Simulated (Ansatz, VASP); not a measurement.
In3Cu: VASP beside Ansatz

INCAR

```
PREC = Accurate ; ENCUT = 520
EDIFF = 1E-7 ; ISMEAR = 0
SIGMA = 0.15 ; LREAL = False
LASPH = True ; NELM = 60
ALGO = Fast ; ISIF = 2
LWAVE = False ; LCHARG = False
NBANDS = 33
```

File KPOINTS:

```
Automatic mesh
0
Gamma
  10 10 10
```

Contents of POSCAR:

```
In3Cu
1.0
    4.4450616554      0.0798827735      0.0798827735
    0.0798827735      4.4450616554      0.0798827735
    0.0798827735      0.0798827735      4.4450616554
In Cu
3 1
Direct
    0.0000000000      0.5000000000      0.5000000000
    0.5000000000      0.0000000000      0.5000000000
    0.5000000000      0.5000000000      0.0000000000
    0.0000000000      0.0000000000      0.0000000000
```

Input for Ansatz:

```yaml
crystal:
  lattice:
    - [4.4450616554, 0.0798827735, 0.0798827735]
    - [0.0798827735, 4.4450616554, 0.0798827735]
    - [0.0798827735, 0.0798827735, 4.4450616554]
  atoms:
    - { symbol: In, position: [0.0, 0.5, 0.5] }
    - { symbol: In, position: [0.5, 0.0, 0.5] }
    - { symbol: In, position: [0.5, 0.5, 0.0] }
    - { symbol: Cu, position: [0.0, 0.0, 0.0] }
basis:
  ecutwfc: 520.0
kpoints:
  mp_grid: { grid: [10, 10, 10] }
hamiltonian:
  xc: lda
scf:
  occupations: { method: gaussian, width: 0.15 }
output:
  forces: true
  stress: true
  eigenvalues: true
  write_density: true
  write_potential: true
  elf: true
  volumetric_format: npy
```

Alike in both runs: task single point; functional LDA; k mesh 10 × 10 × 10; occupations gaussian, width 0.15 eV; no spin polarisation.

|  | VASP | Ansatz |
| --- | --- | --- |
| version | VASP 6.6.1 | Ansatz 0.2.0 |
| potentials or method | VASP PAW LDA potentials, release 64 (In_d, Cu), cutoff 520 eV | scalar-relativistic, plane waves, PAW |
| valence electrons in the cell | 50 | 58 |

```csv
,VASP,Ansatz,Ansatz less VASP
gap on the k mesh at the Fermi level (eV),none,none,-
pressure (GPa),-4.0,-4.0,-0.05
"traceless stress, the component that is largest in VASP (GPa)",-0.25,-0.25,0.000
```

LDA's correlation is that of Perdew and Zunger in VASP and of Perdew and Wang (1992) in Ansatz. A gap of «none» marks a metal or a gap that the smearing closes. VASP's potentials hold 50 valence electrons a cell and Ansatz's 58, so a difference there can come from the potentials and not from the codes.
